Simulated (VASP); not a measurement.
ErSc2Sb3: single point with PBE

Crystal: ErSc2Sb3.

```
CELL_PARAMETERS angstrom
-2.92101 2.92101 5.83260
2.92101 -2.92101 5.83260
2.92101 2.92101 -5.83260
ATOMIC_POSITIONS crystal
Er 0.50000 0.50000 0.00000
Sc 0.50000 0.00000 0.50000
Sc 0.00000 0.50000 0.50000
Sb 0.74024 0.74024 0.00000
Sb 0.25976 0.25976 0.00000
Sb 0.00000 0.00000 0.00000
```

The cell was built from a structure type or drawn by symmetry, and may not be a known phase.

- Program: VASP 6.6.1
- Task: single point
- Functional: PBE
- Potentials or basis: VASP PAW PBE potentials, release 64 (Er_3, Sc_sv, Sb), 4f in core
- Cutoff: 500 eV
- k mesh: 4 × 4 × 4
- Occupations: gaussian, width 0.2 eV
- Spin: no spin polarisation
- Dipole correction: no
- Mended: yes
- Further INCAR settings: ALGO = Normal; EDIFF = 1e-06; NBANDS = 32

```
Pressure               : 0.3 GPa
Largest force          : 0.027 eV/Å
Band gap on the k mesh : zero (bands 23 and 24 overlap by 0.68 eV)
```

Forces on the atoms (eV/Å):
```
Er   0.000  0.000  0.000
Sc   0.000  0.000  0.000
Sc   0.000  0.000  0.000
Sb   0.000  0.000 -0.027
Sb   0.000  0.000  0.027
Sb   0.000  0.000  0.000
```

Stress tensor (GPa, compression positive):
```
0.14 0.00 0.00
0.00 0.14 0.00
0.00 0.00 0.66
```

Levels at points of the mesh, in eV from the Fermi level:
| k point | band 19 | band 20 | band 21 | band 22 | band 23 | band 24 | band 25 | band 26 | band 27 | band 28 |
| --- | --- | --- | --- | --- | --- | --- | --- | --- | --- | --- |
| (0.00, 0.00, 0.00) | -2.08 | -2.08 | -1.05 | -0.55 | -0.50 | 0.73 | 0.73 | 1.03 | 1.03 | 1.13 |
| (0.50, 0.00, 0.00) | -1.15 | -1.07 | -1.01 | -0.77 | -0.52 | 0.54 | 0.93 | 1.05 | 1.17 | 1.30 |
| (0.50, 0.50, 0.00) | -1.71 | -1.57 | 0.17 | 0.25 | 0.38 | 0.64 | 0.86 | 1.26 | 1.38 | 1.50 |
| (0.50, 0.50, 0.50) | -1.02 | -0.98 | -0.66 | -0.66 | -0.63 | -0.30 | -0.30 | 0.54 | 0.54 | 0.75 |

Wall time 100 s on 1 thread of Intel(R) Xeon(R) 6975P-C (Granite Rapids) (shared host), peak memory 0.42 GiB.

Caveat: spin-orbit coupling is left out, which moves the levels of the heavy elements; the 4f electrons are frozen in the core, so they carry no moment and show no levels. Spin polarisation is off, so any magnetic state and its effect on volume and gap are missing.
